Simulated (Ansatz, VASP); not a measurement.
## One calculation of Tl, two programs

INCAR

```
ALGO = Normal
EDIFF = 1E-8
ENCUT = 520
GGA = PS
ISIF = 2
ISMEAR = -1
LASPH = T
LCHARG = F
LEFG = T
LREAL = F
LWAVE = F
NBANDS = 20
NELM = 80
PREC = Accurate
SIGMA = 0.05
```

Contents of KPOINTS:

```
k-points
0
Gamma
  8 8 8
```

The input POSCAR:

```
Tl
1.0
    0.0000000000      3.4017220227      3.4017220227
    3.4017220227      0.0000000000      3.4017220227
    3.4017220227      3.4017220227      0.0000000000
Tl
2
Direct
   -0.0875000000     -0.1375000000     -0.1375000000
    0.0875000000      0.1375000000      0.1375000000
```

Input for Ansatz:

```yaml
crystal:
  lattice:
    - [0.0, 3.4017220227, 3.4017220227]
    - [3.4017220227, 0.0, 3.4017220227]
    - [3.4017220227, 3.4017220227, 0.0]
  atoms:
    - { symbol: Tl, position: [-0.0875, -0.1375, -0.1375] }
    - { symbol: Tl, position: [0.0875, 0.1375, 0.1375] }
kpoints:
  mp_grid: { grid: [8, 8, 8] }
scf:
  occupations: { method: fermi_dirac, width: 0.05 }
hamiltonian:
  xc: pbesol
  pseudopotentials: { kind: paw }
output:
  forces: true
  stress: true
  eigenvalues: true
  efg: { contact_densities: true }
  populations: true
  write_density: true
  write_potential: true
  elf: true
  volumetric_format: npy
```

Change from the starting cell: shortest bond scaled by 1.1, PAW files.

Alike in both runs: task electric field gradients; functional PBEsol; k mesh 8 × 8 × 8; occupations fermi-dirac, width 0.05 eV; no spin polarisation.

```csv
,VASP,Ansatz
version,VASP 6.6.1,Ansatz 0.2.0
potentials or method,"VASP PAW PBE potentials, release 64 (Tl_d)","PAW with Ansatz's default frozen-core files, scalar-relativistic"
plane-wave cutoff (eV),520,420
valence electrons in the cell,26,26
```

|  | VASP | Ansatz | Ansatz less VASP |
| --- | --- | --- | --- |
| pressure (GPa) | 1.2 | 1.3 | +0.04 |
| traceless stress, the component that is largest in VASP (GPa) | 1.81 | 1.81 | -0.002 |
| rms of the force components (eV/Å) | 0.196 | 0.196 | -0.0001 |
| size of Vzz on the site where it differs most (V/Å²) | 203.4 | 193.3 | -10.01 |

VASP's potentials were made for PBE, not for PBEsol. Atom by atom the forces differ by 0.000 eV/Å (rms over components).

Spin-orbit coupling is off throughout.
